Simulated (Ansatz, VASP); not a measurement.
## Two plane-wave programs on Pt

INCAR

```
SYSTEM = Pt
PREC = Accurate ; ENCUT = 520
EDIFF = 1E-7 ; ISMEAR = 0
SIGMA = 0.1 ; LREAL = .FALSE.
LASPH = .TRUE. ; NELM = 60
ALGO = Normal ; ISIF = 2
LWAVE = .FALSE. ; LCHARG = .FALSE.
GGA = PS ; NBANDS = 28
```

Contents of KPOINTS:

```
regular mesh
0
G
  9 9 2
  0 0 0
```

The input POSCAR:

```
Pt
1.0
    2.8937719050      0.0000000000      0.0000000000
   -1.4468859525      2.5060799825      0.0000000000
    0.0000000000      0.0000000000      9.3329855456
Pt
4
Direct
    0.0000000000      0.0000000000      0.0000000000
    0.0000000000      0.0000000000      0.5000000000
    0.3333333333      0.6666666667      0.7500000000
    0.6666666667      0.3333333333      0.2500000000
```

Input for Ansatz:

```yaml
crystal:
  lattice:
    - [2.893771905, 0.0, 0.0]
    - [-1.4468859525, 2.5060799825, 0.0]
    - [0.0, 0.0, 9.3329855456]
  atoms:
    - { symbol: Pt, position: [0.0, 0.0, 0.0] }
    - { symbol: Pt, position: [0.0, 0.0, 0.5] }
    - { symbol: Pt, position: [0.3333333333, 0.6666666667, 0.75] }
    - { symbol: Pt, position: [0.6666666667, 0.3333333333, 0.25] }
basis:
  ecutwfc: 420
kpoints:
  mp_grid: { grid: [9, 9, 2] }
hamiltonian:
  xc: pbesol
scf:
  occupations: { method: gaussian, width: 0.1 }
  lower_state_search: "off"
output:
  forces: true
  stress: true
  eigenvalues: true
```

Alike in both runs: task single point; functional PBEsol; k mesh 9 × 9 × 2; occupations gaussian, width 0.1 eV; no spin polarisation.

|  | VASP | Ansatz |
| --- | --- | --- |
| version | VASP 6.6.1 | Ansatz 0.2.0 |
| potentials or method | VASP PAW PBE potentials, release 64 (Pt), cutoff 520 eV | scalar-relativistic, plane waves, PAW |
| valence electrons in the cell | 40 | 72 |

VASP gave:

* gap on the k mesh at the Fermi level (eV): none
* pressure (GPa): -24.3
* traceless stress, the component that is largest in VASP (GPa): 2.26

Q: What did Ansatz give for the same quantities?

A: gap on the k mesh at the Fermi level (eV): none; pressure (GPa): -24.0; traceless stress, the component that is largest in VASP (GPa): 2.29.

VASP's potentials were made for PBE, not for PBEsol. A gap of «none» marks a metal or a gap that the smearing closes. With one functional, cell and mesh, what is left measures potentials, basis and numerics. VASP's potentials hold 40 valence electrons a cell and Ansatz's 72, so a difference there can come from the potentials and not from the codes.

Neither program's run includes spin-orbit coupling.
